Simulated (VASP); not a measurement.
A run of VASP 6.6.1 is set up as follows.

INCAR

```
SYSTEM = Mg2Si3N3
ALGO = Normal
EDIFF = 1E-6
ENCUT = 600
GGA = PE
GGA_COMPAT = .False.
ISIF = 2
ISMEAR = 0
LASPH = .True.
LCHARG = .True.
LELF = .True.
LREAL = .False.
LVHAR = .True.
LWAVE = .False.
NBANDS = 26
NELM = 120
PREC = Accurate
SIGMA = 0.1
```

File KPOINTS:

```
k-points
0
Gamma
  8 8 6
  0 0 0
```

The input POSCAR:

```
Mg2Si3N3
1.0
    2.9608969692     -3.4004946253      0.0000000000
    2.9608969692      3.4004946253      0.0000000000
    0.0000000000      0.0000000000      5.5767168055
Mg Si N
2 3 3
Direct
    0.7513591810      0.7513591810      0.6808484027
    0.2486408190      0.2486408190      0.6808484027
    0.7229058962      0.2770941038      0.2784309498
    0.0000000000      0.0000000000      0.0438079411
    0.2770941038      0.7229058962      0.2784309498
    0.5000000000      0.5000000000      0.1099558646
    0.0000000000      0.5000000000      0.4638387447
    0.5000000000      0.0000000000      0.4638387447
```

Potentials or basis: VASP PAW PBE potentials, release 64 (Mg, Si, N).

Launch:

```sh
$ cat potpaw_PBE.64/Mg/POTCAR potpaw_PBE.64/Si/POTCAR potpaw_PBE.64/N/POTCAR > POTCAR
$ mpirun -np 1 vasp_std > vasp.out
```

**Question.** What does it give for the band gap on the k mesh?

**Answer.** Zero (an odd number of electrons rules out a gap without spin polarisation).

**Question.** Predict the pressure.

**Answer.** -0.2 GPa.

**Question.** Predict the largest force.

**Answer.** 0.024 eV/Å.

Forces on the atoms (eV/Å):
```
Mg   0.008  0.000 -0.008
Mg  -0.008  0.000 -0.008
Si   0.000 -0.018  0.016
Si   0.000  0.000  0.011
Si   0.000  0.018  0.016
N    0.000  0.000 -0.015
N    0.000  0.000 -0.006
N    0.000  0.000 -0.006
```
